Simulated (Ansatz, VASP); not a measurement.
## O: VASP beside Ansatz

```
CELL_PARAMETERS angstrom
0.00000 2.10755 3.34485
1.47835 0.00000 3.34485
1.47835 2.10755 0.00000
ATOMIC_POSITIONS crystal
O 0.08710 0.08710 0.91290
O 0.91290 0.91290 0.08710
```

Alike in both runs: task electric field gradients; functional PBE; k mesh 12 × 12 × 12; occupations fermi-dirac, width 0.01 eV; no spin polarisation.

```csv
,VASP,Ansatz
version,VASP 6.6.1,Ansatz 0.2.0
potentials or method,"VASP PAW PBE potentials, release 64 (O), cutoff 520 eV","all-electron PAW with datasets made for the crystal, scalar-relativistic"
```

|  | VASP | Ansatz | Ansatz less VASP |
| --- | --- | --- | --- |
| pressure (GPa) | 18.2 | 13.0 | -5.16 |
| traceless stress, the component that is largest in VASP (GPa) | 43.71 | 32.54 | -11.177 |
| rms of the force components (eV/Å) | 3.317 | 2.220 | -1.0965 |
| size of Vzz on the site where it differs most (V/Å²) | 113.4 | 107.1 | -6.27 |

Atom by atom the forces differ by 1.097 eV/Å (rms over components). Ansatz ran all-electron here, and VASP with PAW potentials.

Noted on VASP's run: the standard files for N, O and F lose accuracy on very short bonds; spin is off for a triplet molecule.
